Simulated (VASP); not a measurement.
Set up this calculation in VASP 6.6.1, as the native input.

* Task: relaxation of cell and atoms
* Functional: PBE
* Potentials or basis: VASP PAW PBE potentials, release 64 (Na_pv, Hg, F)
* Cutoff: 600 eV
* k mesh: 8 × 8 × 8
* Occupations: gaussian, width 0.02 eV
* Spin: no spin polarisation
* Dipole correction: no
* Further INCAR settings: ALGO = Normal; EDIFF = 1e-06; IBRION = 2; EDIFFG = -0.005; NSW = 100; ISIF = 3

The structure of NaHgF3 lies in POSCAR:

```
NaHgF3
1.0
    4.5662929107      0.0000000000      0.0000000000
    0.0000000000      4.5662929107      0.0000000000
    0.0000000000      0.0000000000      4.5662929107
Na Hg F
1 1 3
Direct
    0.0000000000      0.0000000000      0.0000000000
    0.5000000000      0.5000000000      0.5000000000
    0.0000000000      0.5000000000      0.5000000000
    0.5000000000      0.0000000000      0.5000000000
    0.5000000000      0.5000000000      0.0000000000
```

These files were run (other wordings do the same):

INCAR

```
ALGO     = Normal         # electronic algorithm
EDIFF    = 1E-6           # SCF threshold, eV
EDIFFG   = -0.005         # ionic threshold
ENCUT    = 600            # plane-wave cutoff, eV
GGA      = PE             # functional
IBRION   = 2              # ionic algorithm
ISIF     = 3              # what is computed and relaxed
ISMEAR   = 0              # smearing method
LASPH    = True           # aspherical terms in the spheres
LCHARG   = False          # write CHGCAR
LREAL    = False          # projectors in reciprocal space
LWAVE    = False          # write WAVECAR
NELM     = 100            # most SCF steps
NSW      = 100            # ionic steps
PREC     = Accurate       # precision mode
SIGMA    = 0.02           # smearing width, eV
```

KPOINTS

```
k-points
0
Gamma
  8 8 8
```

Potentials or basis: VASP PAW PBE potentials, release 64 (Na_pv, Hg, F).

Launch:

```console
$ cat potpaw_PBE.64/Na_pv/POTCAR potpaw_PBE.64/Hg/POTCAR potpaw_PBE.64/F/POTCAR > POTCAR
$ mpirun -np 1 vasp_std > vasp.out
```

It gave:

- Pressure after relaxing: 0.0 GPa
- Band gap on the k mesh: 0.38 eV, indirect (least direct gap 2.77 eV)

Caveat: the relaxation stopped at its first step, so nothing moved; spin-orbit coupling is left out, which moves the levels of the heavy elements.

It took 32 s on 1 thread of Intel(R) Xeon(R) 6975P-C (Granite Rapids), on a shared host, peak memory 0.26 GiB.
